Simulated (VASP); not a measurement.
A run of VASP 6.6.1 is set up as follows.

The input INCAR:

```
SYSTEM = Mg
  PREC = Accurate
  ENCUT = 520
  EDIFF = 1E-6
  ISMEAR = -1
  SIGMA = 0.05
  LREAL = .False.
  LASPH = .True.
  NELM = 100
  ALGO = Fast
  ISIF = 2
  LWAVE = .False.
  LCHARG = .False.
  GGA = RE
  NBANDS = 9
```

The input KPOINTS:

```
Automatic mesh
0
Gamma
  10 10 5
  0 0 0
```

Contents of POSCAR:

```
Mg
1.0
    3.1437856987      0.0000000000      0.0000000000
   -1.5718928494      2.7225982792      0.0000000000
    0.0000000000      0.0000000000      5.1039375022
Mg
2
Direct
    0.6666666667      0.3333333333      0.7500000000
    0.3333333333      0.6666666667      0.2500000000
```

Potentials or basis: VASP PAW PBE potentials, release 64 (Mg).

Command:

```bash
$ cat potpaw_PBE.64/Mg/POTCAR > POTCAR
$ mpirun -np 1 vasp_std > vasp.out
```

Q: Estimate the band gap on the k mesh.

A: Zero (band 2 reaches 3.62 eV, above the bottom of band 3 at 1.77 eV).

Q: Predict the pressure.

A: 2.9 GPa.

Stress tensor (GPa, compression positive):
```
2.56 0.00 0.00
0.00 2.56 0.00
0.00 0.00 3.56
```

Caveat: the PAW data sets were made with another functional, which shifts forces and pressure a little.
